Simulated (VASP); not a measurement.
A run of VASP 6.6.1 is set up as follows.

INCAR

```
SYSTEM = SnSe2
PREC = Accurate ; ENCUT = 520
EDIFF = 1E-6 ; ISMEAR = -5
SIGMA = 0.05 ; LREAL = .FALSE.
LASPH = .TRUE. ; NELM = 150
ALGO = Normal ; ISIF = 2
LWAVE = .FALSE. ; LCHARG = .FALSE.
ISPIN = 2 ; MAGMOM = 1 0 0
LORBIT = 11 ; NUPDOWN = 1.0
GGA = PS ; IVDW = 13
NBANDS = 24
```

KPOINTS

```
Automatic mesh
0
G
  8 8 5
  0 0 0
```

POSCAR

```
SnSe2
1.0
    3.8857444663      0.0000000000      0.0000000000
   -1.9428722331      3.3651534204      0.0000000000
    0.0000000000      0.0000000000      6.2563442784
Sn Se
1 2
Direct
    0.0000000000      0.0000000000      0.0000000000
    0.6666666667      0.3333333333      0.7510000000
    0.3333333333      0.6666666667      0.2490000000
```

Potentials or basis: VASP PAW PBE potentials, release 64 (Sn_d, Se).

Run with:

```console
$ cat potpaw_PBE.64/Sn_d/POTCAR potpaw_PBE.64/Se/POTCAR > POTCAR
$ mpirun -np 1 vasp_std > vasp.out
```

(1) Estimate the dispersion energy per atom.

(2) What does it give for the largest force?

Results:

(1) -0.214 eV.

(2) 0.695 eV/Å.

Caveat: the PAW data sets were made with another functional, which shifts forces and pressure a little; the total moment is fixed, so each spin has its own Fermi level.
